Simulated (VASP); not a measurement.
Set up this calculation in VASP 6.6.1, as the native input.

| Item | Value |
| --- | --- |
| Task | single point |
| Functional | PBE |
| Potentials or basis | VASP PAW PBE potentials, release 64 (Be, Bi_d, C) |
| Cutoff | 520 eV |
| k mesh | 6 × 6 × 4 |
| Occupations | gaussian, width 0.1 eV |
| Spin | no spin polarisation |
| Dipole correction | no |
| Further INCAR settings | ALGO = Normal; EDIFF = 1e-07; NBANDS = 28 |

The structure of BeBi2C2 lies in POSCAR:

```
BeBi2C2
1.0
    3.6080296095      0.0000000000      0.0000000000
   -1.8040148047      3.1246452994      0.0000000000
    0.0000000000      0.0000000000     10.2102068307
Be Bi C
1 2 2
Direct
    0.0000000000      0.0000000000      0.0000000000
    0.3333333333      0.6666666667      0.2644812672
    0.3333333333      0.6666666667      0.7355187328
    0.0000000000      0.0000000000      0.8384086002
    0.0000000000      0.0000000000      0.1615913998
```

These files were run (other wordings do the same):

INCAR

```
PREC = Accurate ; ENCUT = 520
EDIFF = 1E-7 ; ISMEAR = 0
SIGMA = 0.1 ; LREAL = F
LASPH = T ; NELM = 100
ALGO = Normal ; ISIF = 2
LWAVE = F ; LCHARG = F
GGA = PE ; NBANDS = 28
```

KPOINTS

```
regular mesh
0
Gamma
  6 6 4
```

Potentials or basis: VASP PAW PBE potentials, release 64 (Be, Bi_d, C).

Command:

```console
$ cat potpaw_PBE.64/Be/POTCAR potpaw_PBE.64/Bi_d/POTCAR potpaw_PBE.64/C/POTCAR > POTCAR
$ mpirun -np 1 vasp_std > vasp.out
```

Results of the run:

| Property | Result |
| --- | --- |
| Pressure | 0.0 GPa |
| Largest force | 0.023 eV/Å |
| Band gap on the k mesh | 0.95 eV, direct |

Caveat: spin-orbit coupling is left out, which moves the levels of the heavy elements; this functional lacks dispersion, which binds the layers, so the pressure and a relaxed spacing across them are unreliable.

It took 62 s on 1 thread of AMD EPYC 9R45 96-Core Processor (Zen 5) (shared host), peak memory 0.23 GiB.
